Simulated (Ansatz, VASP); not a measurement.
# Li2O: VASP beside Ansatz

The input INCAR:

```
SYSTEM = Li2O
PREC     = Accurate       ! precision mode
ENCUT    = 750            ! plane-wave cutoff, eV
EDIFF    = 1E-6           ! SCF threshold, eV
ISMEAR   = -1             ! smearing method
SIGMA    = 0.03           ! smearing width, eV
LREAL    = .FALSE.        ! projectors in reciprocal space
LASPH    = .TRUE.         ! aspherical terms in the spheres
NELM     = 120            ! most SCF steps
ALGO     = Normal         ! electronic algorithm
ISIF     = 2              ! what is computed and relaxed
LWAVE    = .FALSE.        ! write WAVECAR
LCHARG   = .FALSE.        ! write CHGCAR
GGA      = PS             ! functional
NBANDS   = 13             ! bands
GGA_COMPAT= .FALSE.
```

The input KPOINTS:

```
Automatic mesh
0
G
  9 9 9
  0 0 0
```

Contents of POSCAR:

```
Li2O
1.0
    0.0000000000      2.2782867143      2.2782867143
    2.2782867143      0.0000000000      2.2782867143
    2.2782867143      2.2782867143      0.0000000000
Li O
2 1
Direct
    0.2500000000      0.2500000000      0.2500000000
    0.7500000000      0.7500000000      0.7500000000
    0.0000000000      0.0000000000      0.0000000000
```

Input for Ansatz:

```yaml
crystal:
  lattice:
    - [0.0, 2.2782867143, 2.2782867143]
    - [2.2782867143, 0.0, 2.2782867143]
    - [2.2782867143, 2.2782867143, 0.0]
  atoms:
    - { symbol: Li, position: [0.25, 0.25, 0.25] }
    - { symbol: Li, position: [0.75, 0.75, 0.75] }
    - { symbol: O, position: [0.0, 0.0, 0.0] }
kpoints:
  mp_grid: { grid: [9, 9, 9] }
  band_path:
    path:
      - [0.0, 0.0, 0.0]
      - [0.5, 0.0, 0.5]
      - [0.625, 0.25, 0.625]
      - [0.375, 0.375, 0.75]
      - [0.0, 0.0, 0.0]
      - [0.5, 0.5, 0.5]
      - [0.5, 0.25, 0.75]
      - [0.5, 0.0, 0.5]
    npoints: 5
scf:
  occupations: { method: fermi_dirac, width: 0.03 }
hamiltonian:
  xc: pbesol
  pseudopotentials: { kind: all_electron, lapw: { basis_error: 0.0005 } }
output:
  forces: true
  stress: true
  eigenvalues: true
```

Change from the starting cell: volume scaled by 0.96.

Alike in both runs: task single point; functional PBEsol; k mesh 9 × 9 × 9; occupations fermi-dirac, width 0.03 eV; no spin polarisation.

```csv
,VASP,Ansatz
version,VASP 6.6.1,Ansatz 0.2.0
potentials or method,"VASP PAW PBE potentials, release 64 (Li_sv, O), cutoff 750 eV","all-electron LAPW, scalar-relativistic"
```

VASP gave:

* gap on the k mesh at the Fermi level (eV): 5.01
* pressure (GPa): 1.4

Problem. Which values does Ansatz return?

Solution. gap on the k mesh at the Fermi level (eV): 5.02; pressure (GPa): 1.2.

VASP's potentials were made for PBE, not for PBEsol. Ansatz ran all-electron here, and VASP with PAW potentials.
